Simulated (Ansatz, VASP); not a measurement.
# Ir: VASP beside Ansatz

```
Ir
1.0
     0.00000    2.22361    1.39909
     2.22361    0.00000    1.39909
     2.22361    2.22361    0.00000
Ir
1
Direct
  0.00000 0.00000 0.00000
```

Alike in both runs: task single point; functional LDA; k mesh 22 × 22 × 22; occupations gaussian, width 0.15 eV; no spin polarisation.

|  | VASP | Ansatz |
| --- | --- | --- |
| version | VASP 6.6.1 | Ansatz 0.2.0 |
| potentials or method | VASP PAW LDA potentials, release 64 (Ir), cutoff 520 eV | scalar-relativistic, plane waves, PAW |
| valence electrons in the cell | 9 | 17 |

```csv
,VASP,Ansatz,Ansatz less VASP
gap on the k mesh at the Fermi level (eV),none,none,-
pressure (GPa),13.7,11.0,-2.72
"traceless stress, the component that is largest in VASP (GPa)",-24.81,-25.30,-0.490
```

Ansatz warns that its potentials were made for another functional, while VASP's fit it. LDA's correlation is that of Perdew and Zunger in VASP and of Perdew and Wang (1992) in Ansatz. A gap of «none» marks a metal or a gap that the smearing closes. VASP's potentials hold 9 valence electrons a cell and Ansatz's 17, so a difference there can come from the potentials and not from the codes.

Neither program's run includes spin-orbit coupling.
